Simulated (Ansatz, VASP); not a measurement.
Ti in VASP and in Ansatz

```
Ti
1.0
     2.96964    0.00000    0.00000
    -1.48482    2.57178    0.00000
     0.00000    0.00000    9.49433
Ti
4
Direct
  0.00000 0.00000 0.00000
  0.00000 0.00000 0.50000
  0.33333 0.66667 0.25000
  0.66667 0.33333 0.75000
```

Alike in both runs: task single point; functional r2SCAN; k mesh 14 × 14 × 4; occupations fermi-dirac, width 0.1 eV; no spin polarisation.

|  | VASP | Ansatz |
| --- | --- | --- |
| version | VASP 6.6.1 | Ansatz 0.2.0 |
| potentials or method | VASP PAW PBE potentials, release 64 (Ti_sv), cutoff 520 eV | plane waves (500 eV) with PAW, scalar-relativistic |
| valence electrons in the cell | 48 | 48 |

|  | VASP | Ansatz | Ansatz less VASP |
| --- | --- | --- | --- |
| pressure (GPa) | -3.9 | -4.2 | -0.34 |
| traceless stress, the component that is largest in VASP (GPa) | 0.12 | 0.11 | -0.011 |

VASP's potentials were made for PBE, not for r2SCAN.
